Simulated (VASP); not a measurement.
# FeS2 (Pnnm) in VASP: a series of runs

FeS2 is run at these levels: PBE, PBE+D3(BJ); tasks: single point.

All numbers are computed with VASP 6.6.1; they aren't measurements. Logs are shortened: lines on timing, memory, paths and dates and some standing lists are left out, and cuts for length are marked.

### Step 1. The cell of the first run

The structure is orthorhombic, space group Pnnm (No. 58). The conventional cell has a = 4.431 Å, b = 5.401 Å, c = 3.379 Å, α = 90.00°, β = 90.00°, γ = 90.00°. Within 2.9 Å of Fe (site symmetry 2/m) lie 6 S at 2.23 to 2.25 Å. S (site symmetry m) has 12 S at 2.22 to 3.38 Å and 6 Fe at 2.23 to 3.60 Å within 3.6 Å.

### Step 2. Single point, PBE

Contents of INCAR:

```
PREC     = Accurate       # precision mode
ENCUT    = 600            # plane-wave cutoff, eV
EDIFF    = 1E-6           # SCF threshold, eV
ISMEAR   = 0              # smearing method
SIGMA    = 0.01           # smearing width, eV
LREAL    = False          # projectors in reciprocal space
LASPH    = True           # aspherical terms in the spheres
NELM     = 120            # most SCF steps
ALGO     = Normal         # electronic algorithm
ISIF     = 2              # what is computed and relaxed
LWAVE    = False          # write WAVECAR
LCHARG   = True           # write CHGCAR
GGA      = PE             # functional
LELF     = True           # ELF
LVHAR    = True         
NBANDS   = 29             # bands
GGA_COMPAT= False
```

Contents of KPOINTS:

```
Automatic mesh
0
Gamma
  2 2 2
```

Contents of POSCAR:

```
FeS2
1.0
    4.4308093927      0.0000000000      0.0000000000
    0.0000000000      5.4005595620      0.0000000000
    0.0000000000      0.0000000000      3.3792367813
Fe S
2 4
Direct
    0.5000000000      0.5000000000      0.5000000000
    0.0000000000      0.0000000000      0.0000000000
    0.2990463069      0.8778422770      0.5000000000
    0.7009536931      0.1221577230      0.5000000000
    0.2009536931      0.3778422770      0.0000000000
    0.7990463069      0.6221577230      0.0000000000
```

Potentials or basis: VASP PAW PBE potentials, release 64 (Fe, S).

Run with:

```sh
$ cat potpaw_PBE.64/Fe/POTCAR potpaw_PBE.64/S/POTCAR > POTCAR
$ mpirun -np 1 vasp_std > vasp.out
```

OUTCAR:

```text
PREC = Accurate
   ENCUT = 600
   EDIFF = 1E-6
   ISMEAR = 0
   LREAL = False
   LASPH = True
   NELM = 120
   ISIF = 2
   GGA = PE

 ion  position               nearest neighbor table
   1  0.500  0.500  0.500-   3 2.23   4 2.23   5 2.25   6 2.25   5 2.25   6 2.25
   2  0.000  0.000  0.000-   5 2.23   6 2.23   3 2.25   4 2.25   3 2.25   4 2.25
   3  0.299  0.878  0.500-   4 2.22   1 2.23   2 2.25   2 2.25
   4  0.701  0.122  0.500-   3 2.22   1 2.23   2 2.25   2 2.25
   5  0.201  0.378  0.000-   6 2.22   2 2.23   1 2.25   1 2.25
   6  0.799  0.622  0.000-   5 2.22   2 2.23   1 2.25   1 2.25

  LATTYP: Found a simple orthorhombic cell.
 ALAT       =     3.3792367813
 B/A-ratio  =     1.3111864245
 C/A-ratio  =     1.5981595584

  Lattice vectors:

 A1 = (   0.0000000000,   0.0000000000,   3.3792367813)
 A2 = (   4.4308093927,   0.0000000000,   0.0000000000)
 A3 = (   0.0000000000,   5.4005595620,   0.0000000000)

Analysis of symmetry for initial positions (statically):
=====================================================================
 Subroutine PRICEL returns:
 Original cell was already a primitive cell.

 Routine SETGRP: Setting up the symmetry group for a
 simple orthorhombic supercell.

 Subroutine GETGRP returns: Found  8 space group operations
 (whereof  4 operations were pure point group operations)
 out of a pool of  8 trial point group operations.

The static configuration has the point symmetry C_2h.
 The point group associated with its full space group is D_2h.

Analysis of symmetry for dynamics (positions and initial velocities):
=====================================================================
 Subroutine PRICEL returns:
 Original cell was already a primitive cell.

 Routine SETGRP: Setting up the symmetry group for a
 simple orthorhombic supercell.

 Subroutine GETGRP returns: Found  8 space group operations
 (whereof  4 operations were pure point group operations)
 out of a pool of  8 trial point group operations.

The dynamic configuration has the point symmetry C_2h.
 The point group associated with its full space group is D_2h.

 Subroutine INISYM returns: Found  8 space group operations
 (whereof  4 operations are pure point group operations),
 and found     1 'primitive' translations

----------------------------------------------------------------------------------------

                                     Primitive cell

  volume of cell :      80.8613

  direct lattice vectors                    reciprocal lattice vectors
     4.430809393  0.000000000  0.000000000     0.225692399  0.000000000  0.000000000
     0.000000000  5.400559562  0.000000000     0.000000000  0.185165998  0.000000000
     0.000000000  0.000000000  3.379236781     0.000000000  0.000000000  0.295924809

  length of vectors
     4.430809393  5.400559562  3.379236781     0.225692399  0.185165998  0.295924809

  position of ions in fractional coordinates (direct lattice)
     0.500000000  0.500000000  0.500000000
     0.000000000  0.000000000  0.000000000
     0.299046307  0.877842277  0.500000000
     0.700953693  0.122157723  0.500000000
     0.200953693  0.377842277  0.000000000
     0.799046307  0.622157723  0.000000000

  ion indices of the primitive-cell ions
   primitive index   ion index
                 1           1
                 2           2
                 3           3
                 4           4
                 5           5
                 6           6

----------------------------------------------------------------------------------------

 KPOINTS: Automatic mesh

Automatic generation of k-mesh.
 Grid dimensions read from file:
 generate k-points for:    2    2    2

 Generating k-lattice:

  Cartesian coordinates                     Fractional coordinates (reciprocal lattice)
     0.112846199  0.000000000  0.000000000     0.500000000  0.000000000  0.000000000
     0.000000000  0.092582999  0.000000000     0.000000000  0.500000000  0.000000000
     0.000000000  0.000000000  0.147962405     0.000000000  0.000000000  0.500000000

  Length of vectors
     0.112846199  0.092582999  0.147962405

  Shift w.r.t. Gamma in fractional coordinates (k-lattice)
     0.000000000  0.000000000  0.000000000

 Subroutine IBZKPT returns following result:
 ===========================================

 Found      8 irreducible k-points:

 Following reciprocal coordinates:
            Coordinates               Weight
  0.000000  0.000000  0.000000      1.000000
  0.500000  0.000000  0.000000      1.000000
  0.000000  0.500000  0.000000      1.000000
  0.500000  0.500000  0.000000      1.000000
  0.000000  0.000000  0.500000      1.000000
  0.500000  0.000000  0.500000      1.000000
  0.000000  0.500000  0.500000      1.000000
  0.500000  0.500000  0.500000      1.000000
   k-points           NKPTS =      8   k-points in BZ     NKDIM =      8   number of bands    NBANDS=     29
   number of dos      NEDOS =    301   number of ions     NIONS =      6
   total plane-waves  NPLWV =  48384
   dimension x,y,z NGX =    36 NGY =   48 NGZ =   28
   dimension x,y,z NGXF=    72 NGYF=   96 NGZF=   56
   ions per type =               2   4
   NGX,Y,Z   is equivalent  to a cutoff of  13.51, 14.78, 13.77 a.u.
   NGXF,Y,Z  is equivalent  to a cutoff of  27.01, 29.55, 27.55 a.u.
 SYSTEM =  unknown system
   PREC   = accura    normal or accurate (medium, high low for compatibility)
   ISTART =      0    job   : 0-new  1-cont  2-samecut
   ICHARG =      2    charge: 1-file 2-atom 10-const
   ISPIN  =      1    spin polarized calculation?
   LNONCOLLINEAR =      F non collinear calculations
   LSORBIT =      F    spin-orbit coupling
   LASPH  =      T    aspherical Exc in radial PAW
   ENCUT  =  600.0 eV  44.10 Ry    6.64 a.u.   8.85 10.79  6.75*2*pi/ulx,y,z
   NELM   =    120;   NELMIN=  2; NELMDL= -5     # of ELM steps
   EDIFF  = 0.1E-05   stopping-criterion for ELM
   LREAL  =      F    real-space projection
[... 7 lines left out ...]
   TEBEG  =    0.0;   TEEND  =   0.0 temperature during run
   PSTRESS=    0.0 pullay stress
   NELECT =      40.0000    total number of electrons
   NUPDOWN=      -1.0000    fix difference up-down
   EMIN   =  10.00;   EMAX   =-10.00  energy-range for DOS
   EFERMI =   0.00;   METHOD = LEGACY
   ISMEAR =     0;   SIGMA  =   0.01  broadening in eV -4-tet -1-fermi 0-gaus
   EFERMI_NEDOS =   21; number of points for ismear=-14 and -15
   IALGO  =     38    algorithm
   IMIX   =      4    mixing-type and parameters
     AMIX     =   0.40;   BMIX     =  1.00
     AMIX_MAG =   1.60;   BMIX_MAG =  1.00
  volume/ion in A,a.u.               =      13.48        90.95
  Fermi-wavevector in a.u.,A,eV,Ry     =   1.294736  2.446697 22.808021  1.676342
  Thomas-Fermi vector in A             =   2.426300
   LORBIT       =      0    0 simple, 1 ext, 2 COOP (PROOUT), +10 PAW based schemes
   GGA     = PE    functional components
   LHFCALC =     F    Hartree Fock is set to
   AEXX    =    0.0000 exact exchange contribution
   IVDW    =     0    specifies the selected vdW correction
   LEPSILON=     F    determine dielectric tensor
   LRPA    =     F    only Hartree local field effects (RPA)
 non-spin polarized calculation
 Gauss-broadening in eV      SIGMA  =   0.01
  energy-cutoff  :      600.00
  volume of cell :       80.86
 maximum number of plane-waves:      2732
 NGX is ok and might be reduce to    36
   NGX = 17   NGY = 21   NGZ = 13

 number of electron      39.9999993 magnetization

 Free energy of the ion-electron system (eV)
  ---------------------------------------------------
  ext. energy  EPLUGINS =         0.00000000
  ---------------------------------------------------
  free energy    TOTEN  =       -35.84971425 eV

  energy without entropy =      -35.84971425  energy(sigma->0) =      -35.84971425

 E-fermi :   7.8563     XC(G=0): -11.7410

 val. band max:        7.7945439937   @ k =   0.5000   0.0000   0.0000
 cond. band min:       8.7265459645   @ k =   0.0000   0.5000   0.5000
 fundamental gap:      0.9320019707
 Fermi energy:         7.8562787604

 k-point     1 :       0.0000    0.0000    0.0000
  band No.  band energies     occupation
      1      -9.0062      2.00000
      2      -6.7098      2.00000
      3      -4.6225      2.00000
      4      -3.9089      2.00000
      5       0.1943      2.00000
      6       1.7878      2.00000
[... 21 lines left out ...]
     28      13.7136      0.00000
     29      15.4799      0.00000

 k-point     2 :       0.5000    0.0000    0.0000
  band No.  band energies     occupation
      1      -7.6277      2.00000
      2      -7.6277      2.00000
      3      -5.0304      2.00000
      4      -5.0304      2.00000
      5       0.1420      2.00000
      6       0.1420      2.00000
[... 21 lines left out ...]
     28      13.4221      0.00000
     29      14.8693      0.00000

 k-point     3 :       0.0000    0.5000    0.0000
  band No.  band energies     occupation
      1      -8.1070      2.00000
      2      -8.1070      2.00000
      3      -4.0247      2.00000
      4      -4.0247      2.00000
      5       0.6853      2.00000
      6       0.6853      2.00000
[... 21 lines left out ...]
     28      14.2924      0.00000
     29      16.3376      0.00000

 k-point     4 :       0.5000    0.5000    0.0000
  band No.  band energies     occupation
      1      -7.2917      2.00000
      2      -7.2917      2.00000
      3      -5.7278      2.00000
      4      -5.7278      2.00000
      5       1.5011      2.00000
      6       1.5011      2.00000
[... 21 lines left out ...]
     28      13.0528      0.00000
     29      15.5076      0.00000

 k-point     5 :       0.0000    0.0000    0.5000
  band No.  band energies     occupation
      1      -7.3320      2.00000
      2      -7.3320      2.00000
      3      -3.9703      2.00000
      4      -3.9703      2.00000
      5       0.8929      2.00000
      6       0.8929      2.00000
[... 21 lines left out ...]
     28      13.4292      0.00000
     29      17.3311      0.00000

 k-point     6 :       0.5000    0.0000    0.5000
  band No.  band energies     occupation
      1      -6.9660      2.00000
      2      -6.9660      2.00000
      3      -4.6322      2.00000
      4      -4.6322      2.00000
      5       1.5011      2.00000
      6       1.5011      2.00000
[... 21 lines left out ...]
     28      15.2537      0.00000
     29      16.4999      0.00000

 k-point     7 :       0.0000    0.5000    0.5000
  band No.  band energies     occupation
      1      -7.1802      2.00000
      2      -7.1802      2.00000
      3      -4.3141      2.00000
      4      -4.3141      2.00000
      5       0.6089      2.00000
      6       0.6089      2.00000
[... 21 lines left out ...]
     28      14.6024      0.00000
     29      15.3927      0.00000

 k-point     8 :       0.5000    0.5000    0.5000
  band No.  band energies     occupation
      1      -6.8381      2.00000
      2      -6.8381      2.00000
      3      -4.7256      2.00000
      4      -4.7256      2.00000
      5       0.5651      2.00000
      6       0.5651      2.00000
[... 21 lines left out ...]
     28      14.4484      0.00000
     29      14.6134      0.00000

------------------------ aborting loop because EDIFF is reached ----------------------------------------

  FORCE on cell =-STRESS in cart. coord.  units (eV):
  Direction    XX          YY          ZZ          XY          YZ          ZX
  --------------------------------------------------------------------------------------
  -------------------------------------------------------------------------------------
  Total       -0.8096881      0.3741089      2.2245680      0.0000000      0.0000000      0.0000000
  in kB      -16.0430854      7.4125597     44.0773845      0.0000000      0.0000000      0.0000000
  external PRESSURE =      11.8156196 kB  Pullay stress =       0.0000000 kB

 VOLUME and BASIS-vectors are now :
 -----------------------------------------------------------------------------
  energy-cutoff  :      600.00
  volume of cell :       80.86
      direct lattice vectors                 reciprocal lattice vectors
     4.430809393  0.000000000  0.000000000     0.225692399  0.000000000  0.000000000
     0.000000000  5.400559562  0.000000000     0.000000000  0.185165998  0.000000000
     0.000000000  0.000000000  3.379236781     0.000000000  0.000000000  0.295924809

 POSITION                                       TOTAL-FORCE (eV/Angst)
 -----------------------------------------------------------------------------------
      2.21540      2.70028      1.68962         0.000000     -0.000000      0.000000
      0.00000      0.00000      0.00000         0.000000     -0.000000      0.000000
      1.32502      4.74084      1.68962        -0.270802     -0.212821     -0.000000
      3.10579      0.65972      1.68962         0.270802      0.212821      0.000000
      0.89039      2.04056      0.00000         0.270802     -0.212821      0.000000
      3.54042      3.36000      0.00000        -0.270802      0.212821     -0.000000
 -----------------------------------------------------------------------------------
    total drift:                                0.000000      0.000000      0.000000

  FREE ENERGIE OF THE ION-ELECTRON SYSTEM (eV)
  ---------------------------------------------------
  free  energy   TOTEN  =       -35.8497142525 eV

  energy  without entropy=      -35.8497142525  energy(sigma->0) =      -35.84971425
```

Wall time 33 s (1 thread of Intel Xeon 8259CL, shared host); peak memory 0.21 GiB.

What came out:

```
Free energy            : -35.8497 eV
Pressure               : 1.2 GPa
Largest force          : 0.344 eV/Å
Band gap on the k mesh : 0.93 eV (least direct gap 1.24 eV)
```

Forces in eV/Å, atoms in the order of the input:
```
Fe   0.000  0.000  0.000
Fe   0.000  0.000  0.000
S   -0.271 -0.213  0.000
S    0.271  0.213  0.000
S    0.271 -0.213  0.000
S   -0.271  0.213  0.000
```

Levels at points of the mesh, in eV from the valence-band top:
```csv
k point,band 18,band 19,band 20,band 21,band 22,band 23
"(0.00, 0.00, 0.00)",-0.71,-0.64,-0.47,1.32,1.50,2.91
"(0.50, 0.00, 0.00)",-0.62,0.00,0.00,1.81,1.81,2.05
"(0.00, 0.50, 0.00)",-0.76,-0.25,-0.25,1.23,1.23,2.52
"(0.50, 0.50, 0.00)",-1.06,-0.81,-0.81,1.44,1.44,1.98
"(0.00, 0.00, 0.50)",-0.86,-0.33,-0.33,1.53,1.53,1.75
"(0.50, 0.00, 0.50)",-0.72,-0.27,-0.27,1.58,1.58,2.12
"(0.00, 0.50, 0.50)",-1.35,-0.31,-0.31,0.93,0.93,2.21
"(0.50, 0.50, 0.50)",-0.53,-0.29,-0.29,1.76,1.76,2.16
```

Caveat: the k points lie up to 0.93 Å⁻¹ apart.

### Step 3. Single point, PBE

Contents of INCAR:

```
PREC = Accurate
ENCUT = 600
EDIFF = 1E-6
ISMEAR = 0
SIGMA = 0.01
LREAL = F
LASPH = T
NELM = 120
ALGO = Normal
ISIF = 2
LWAVE = F
LCHARG = F
GGA = PE
NBANDS = 29
GGA_COMPAT = F
```

Contents of KPOINTS:

```
Automatic mesh
0
Gamma
  4 4 6
```

POSCAR is that of step 2.

Potentials or basis: VASP PAW PBE potentials, release 64 (Fe, S).

Run with:

```sh
$ cat potpaw_PBE.64/Fe/POTCAR potpaw_PBE.64/S/POTCAR > POTCAR
$ mpirun -np 1 vasp_std > vasp.out
```

It took 2 min on 1 thread of Intel Xeon 8259CL, shared host; peak memory 0.26 GiB.

Results (log left out):

```yaml
Free_energy: -36.0945 eV
Pressure: 0.9 GPa
Largest_force: 0.250 eV/Å
Band_gap_on_the_k_mesh: 0.92 eV (least direct gap 1.19 eV)
```

Forces in eV/Å, atoms in the order of the input:
```
Fe   0.000  0.000  0.000
Fe   0.000  0.000  0.000
S   -0.220 -0.119  0.000
S    0.220  0.119  0.000
S    0.220 -0.119  0.000
S   -0.220  0.119  0.000
```

Stress tensor (GPa, compression positive):
```
0.94 0.00 0.00
0.00 1.11 0.00
0.00 0.00 0.72
```

Levels at points of the mesh, in eV from the valence-band top:
```csv
k point,band 17,band 18,band 19,band 20,band 21,band 22,band 23,band 24
"(0.00, 0.00, 0.00)",-0.93,-0.71,-0.68,-0.47,1.30,1.48,2.88,3.14
"(0.50, 0.00, 0.00)",-0.62,-0.62,-0.04,-0.04,1.80,1.80,2.04,2.04
"(0.00, 0.50, 0.00)",-0.77,-0.77,-0.28,-0.28,1.21,1.21,2.50,2.50
"(0.50, 0.50, 0.00)",-1.06,-1.06,-0.84,-0.84,1.43,1.43,1.96,1.96
"(0.00, 0.00, 0.50)",-0.87,-0.87,-0.35,-0.35,1.52,1.52,1.73,1.73
"(0.50, 0.00, 0.50)",-0.72,-0.72,-0.28,-0.28,1.57,1.57,2.10,2.10
"(0.00, 0.50, 0.50)",-1.37,-1.37,-0.32,-0.32,0.92,0.92,2.21,2.21
"(0.50, 0.50, 0.50)",-0.57,-0.57,-0.30,-0.30,1.75,1.75,2.14,2.14
```

### Step 4. Single point, PBE+D3(BJ)

Contents of INCAR:

```
SYSTEM = FeS2
PREC = Accurate ; ENCUT = 600
EDIFF = 1E-6 ; ISMEAR = 0
SIGMA = 0.01 ; LREAL = .False.
LASPH = .True. ; NELM = 120
ALGO = Normal ; ISIF = 2
LWAVE = .False. ; LCHARG = .False.
GGA = PE ; IVDW = 12
NBANDS = 29 ; GGA_COMPAT = .False.
```

Contents of KPOINTS:

```
regular mesh
0
Gamma
  4 4 6
  0 0 0
```

POSCAR is that of step 3.

Run with:

```sh
$ cat potpaw_PBE.64/Fe/POTCAR potpaw_PBE.64/S/POTCAR > POTCAR
$ mpirun -np 1 vasp_std > vasp.out
```

It took 2.3 min on 1 thread of Intel Xeon 8259CL, shared host; peak memory 0.27 GiB.

The run converged. Its results:

```yaml
Free_energy: -38.5096 eV
Pressure: -3.9 GPa
Largest_force: 0.248 eV/Å
Band_gap_on_the_k_mesh: 0.92 eV (least direct gap 1.19 eV)
Dispersion_energy_per_atom: -0.403 eV
```

Forces on the atoms (eV/Å):
```
Fe   0.000  0.000  0.000
Fe   0.000  0.000  0.000
S   -0.218 -0.118  0.000
S    0.218  0.118  0.000
S    0.218 -0.118  0.000
S   -0.218  0.118  0.000
```

Stress tensor (GPa, compression positive):
```
-3.84  0.00  0.00
 0.00 -3.67  0.00
 0.00  0.00 -4.15
```

Levels at points of the mesh, in eV from the valence-band top:
```
           k point  band 16  band 17  band 18  band 19  band 20  band 21  band 22  band 23  band 24  band 25
(0.00, 0.00, 0.00)    -1.07    -0.93    -0.71    -0.68    -0.47     1.30     1.48     2.88     3.14     3.42
(0.50, 0.00, 0.00)    -1.14    -0.62    -0.62    -0.04    -0.04     1.80     1.80     2.04     2.04     2.74
(0.00, 0.50, 0.00)    -1.02    -0.77    -0.77    -0.28    -0.28     1.21     1.21     2.50     2.50     2.95
(0.50, 0.50, 0.00)    -1.31    -1.06    -1.06    -0.84    -0.84     1.43     1.43     1.96     1.96     3.31
(0.00, 0.00, 0.50)    -1.32    -0.87    -0.87    -0.35    -0.35     1.52     1.52     1.73     1.73     2.30
(0.50, 0.00, 0.50)    -1.01    -0.72    -0.72    -0.28    -0.28     1.57     1.57     2.10     2.10     3.61
(0.00, 0.50, 0.50)    -1.74    -1.37    -1.37    -0.32    -0.32     0.92     0.92     2.21     2.21     3.16
(0.50, 0.50, 0.50)    -1.34    -0.57    -0.57    -0.30    -0.30     1.75     1.75     2.14     2.14     2.56
```

Caveat: the cell stands under tension.

[end of part 1 of 2]
